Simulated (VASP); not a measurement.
Here is a VASP 6.6.1 calculation.

INCAR

```
SYSTEM = In3Se
PREC = Accurate
ENCUT = 520
EDIFF = 1E-7
ISMEAR = 0
SIGMA = 0.1
LREAL = .FALSE.
LASPH = .TRUE.
NELM = 80
ALGO = Normal
ISIF = 2
LWAVE = .FALSE.
LCHARG = .FALSE.
GGA = PE
NBANDS = 30
```

The input KPOINTS:

```
regular mesh
0
G
  12 12 6
  0 0 0
```

The input POSCAR:

```
In3Se
1.0
    4.0159310197      0.0000000000      0.0000000000
   -2.0079655099      3.4778982829      0.0000000000
    0.0000000000      0.0000000000      8.2266370000
In Se
3 1
Direct
    0.0000000000      0.0000000000      0.5000000000
    0.3333333333      0.6666666667      0.2223090000
    0.6666666667      0.3333333333      0.7776910000
    0.0000000000      0.0000000000      0.0000000000
```

Potentials or basis: VASP PAW PBE potentials, release 64 (In_d, Se).

Launch:

```bash
$ cat potpaw_PBE.64/In_d/POTCAR potpaw_PBE.64/Se/POTCAR > POTCAR
$ mpirun -np 1 vasp_std > vasp.out
```

Q: Predict the largest force.

A: 0.006 eV/Å.

Q: Predict the pressure.

A: 0.0 GPa.

Forces in eV/Å, atoms in the order of the input:
```
In   0.000  0.000  0.000
In   0.000  0.000  0.006
In   0.000  0.000 -0.006
Se   0.000  0.000  0.000
```
